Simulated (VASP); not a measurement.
Here is a VASP 6.6.1 calculation.

POSCAR

```
HgTe
1.0
    0.0000000000      3.2183037439      3.2183037439
    3.2183037439      0.0000000000      3.2183037439
    3.2183037439      3.2183037439      0.0000000000
Hg Te
1 1
Direct
    0.0000000000      0.0000000000      0.0000000000
    0.2500000000      0.2500000000      0.2500000000
```

Contents of INCAR.step1:

```
  PREC = Accurate
  ENCUT = 520
  ISMEAR = -1
  SIGMA = 0.08
  LREAL = F
  LASPH = T
  NELM = 100
  NBANDS = 16
  GGA = PE
  ALGO = Normal
  EDIFF = 1E-4
  LWAVE = T
  LCHARG = F
```

The input INCAR.step2:

```
  PREC = Accurate
  ENCUT = 520
  EDIFF = 1E-6
  ISMEAR = -1
  SIGMA = 0.08
  LREAL = F
  LASPH = T
  NELM = 100
  ALGO = Normal
  ISIF = 2
  LWAVE = F
  LCHARG = T
  METAGGA = R2SCAN
  LMIXTAU = T
  LELF = T
  LVHAR = T
  NBANDS = 16
  ISTART = 1
```

Contents of KPOINTS:

```
Automatic mesh
0
Gamma
  12 12 12
```

Potentials or basis: VASP PAW PBE potentials, release 64 (Hg, Te).

Run with:

```console
$ cat potpaw_PBE.64/Hg/POTCAR potpaw_PBE.64/Te/POTCAR > POTCAR
$ cp INCAR.step1 INCAR
$ mpirun -np 1 vasp_std > vasp.out
$ cp INCAR.step2 INCAR
$ mpirun -np 1 vasp_std > vasp.out
```

Problem. What does it give for the band gap on the k mesh?

Solution. Zero (filled and empty bands touch).

Problem. Estimate the pressure.

Solution. 3.0 GPa.

Caveat: the PAW data sets were made with another functional, which shifts forces and pressure a little; spin-orbit coupling is left out, which moves the levels of the heavy elements.
